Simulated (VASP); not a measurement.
Wanted: the native input for a VASP 6.6.1 run.

| Property | Result |
| --- | --- |
| Task | single point |
| Functional | LDA |
| Potentials or basis | VASP PAW LDA potentials, release 64 (Mg) |
| Cutoff | 520 eV |
| k mesh | 15 × 15 × 9 |
| Occupations | fermi-dirac, width 0.05 eV |
| Spin | no spin polarisation |
| Dipole correction | no |
| Further INCAR settings | ALGO = Normal; EDIFF = 1e-06; NBANDS = 9 |

The structure of Mg lies in POSCAR:

```
Mg
1.0
    2.8946179660      0.0000000000      0.0000000000
   -1.4473089830      2.5068126928      0.0000000000
    0.0000000000      0.0000000000      4.6446149174
Mg
2
Direct
    0.3333333333      0.6666666667      0.2500000000
    0.6666666667      0.3333333333      0.7500000000
```

This cell differs from its parent crystal: volume scaled by 0.78.

One way to write it, as run:

INCAR

```
SYSTEM = Mg
PREC = Accurate
ENCUT = 520
EDIFF = 1E-6
ISMEAR = -1
SIGMA = 0.05
LREAL = .FALSE.
LASPH = .TRUE.
NELM = 100
ALGO = Normal
ISIF = 2
LWAVE = .FALSE.
LCHARG = .FALSE.
GGA = CA
NBANDS = 9
```

KPOINTS

```
regular mesh
0
G
  15 15 9
  0 0 0
```

Potentials or basis: VASP PAW LDA potentials, release 64 (Mg).

Run with:

```bash
$ cat potpaw_LDA.64/Mg/POTCAR > POTCAR
$ mpirun -np 1 vasp_std > vasp.out
```

Results of the run:

| Item | Value |
| --- | --- |
| Pressure | 15.9 GPa |
| Band gap on the k mesh | zero (band 2 reaches 5.25 eV, above the bottom of band 3 at 3.15 eV) |

It took 17 s on 1 thread of Intel(R) Xeon(R) 6975P-C (Granite Rapids) (shared host), peak memory 0.16 GiB.
